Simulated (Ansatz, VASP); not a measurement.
# Two plane-wave programs on TiAl

POSCAR

```
TiAl
1.0
    2.8672622327      0.0000000000      0.0000000000
   -1.4336311163      2.6693560778      0.0000000000
    0.0000000000      0.0000000000      4.6780830000
Ti Al
1 1
Direct
    0.0000000000      0.0000000000      0.0000000000
    0.3333333333      0.6666666667      0.5000000000
```

INCAR.step1

```
  PREC = Accurate
  ENCUT = 550
  ISMEAR = 0
  SIGMA = 0.15
  LREAL = F
  LASPH = T
  NELM = 120
  NBANDS = 14
  GGA = PE
  ALGO = Normal
  EDIFF = 1E-5
  LWAVE = T
  LCHARG = F
  GGA_COMPAT = F
```

File INCAR.step2:

```
  PREC = Accurate
  ENCUT = 550
  EDIFF = 1E-6
  ISMEAR = 0
  SIGMA = 0.15
  LREAL = F
  LASPH = T
  NELM = 120
  ALGO = Normal
  ISIF = 2
  LWAVE = F
  LCHARG = F
  METAGGA = R2SCAN
  LMIXTAU = T
  NBANDS = 14
  ISTART = 1
  GGA_COMPAT = F
```

The input KPOINTS:

```
regular mesh
0
Gamma
  18 18 10
```

Input for Ansatz:

```yaml
crystal:
  lattice:
    - [2.8672622327, 0.0, 0.0]
    - [-1.4336311163, 2.6693560778, 0.0]
    - [0.0, 0.0, 4.678083]
  atoms:
    - { symbol: Ti, position: [0.0, 0.0, 0.0] }
    - { symbol: Al, position: [0.3333333333, 0.6666666667, 0.5] }
basis:
  ecutwfc: 500
kpoints:
  mp_grid: { grid: [18, 18, 10] }
hamiltonian:
  xc: r2scan
scf:
  occupations: { method: gaussian, width: 0.15 }
output:
  forces: true
  stress: true
  eigenvalues: true
  write_density: true
  write_potential: true
  elf: true
  volumetric_format: npy
```

Change from the starting cell: strain +0.0750 x Voigt [0, 1, 0, 0, 0, 0], atoms carried along.

Alike in both runs: task single point; functional r2SCAN; k mesh 18 × 18 × 10; occupations gaussian, width 0.15 eV; no spin polarisation.

|  | VASP | Ansatz |
| --- | --- | --- |
| version | VASP 6.6.1 | Ansatz 0.2.0 |
| potentials or method | VASP PAW PBE potentials, release 64 (Ti_sv, Al), cutoff 550 eV | scalar-relativistic, plane waves, PAW |
| valence electrons in the cell | 15 | 15 |

```tsv
	VASP	Ansatz	Ansatz less VASP
gap on the k mesh at the Fermi level (eV)	none	none	-
pressure (GPa)	-7.5	-7.6	-0.08
traceless stress, the component that is largest in VASP (GPa)	-4.22	-4.21	+0.010
rms of the force components (eV/Å)	0.101	0.101	-0.0002
```

VASP's potentials were made for PBE, not for r2SCAN. Atom by atom the forces differ by 0.000 eV/Å (rms over components). A gap of «none» marks a metal or a gap that the smearing closes.
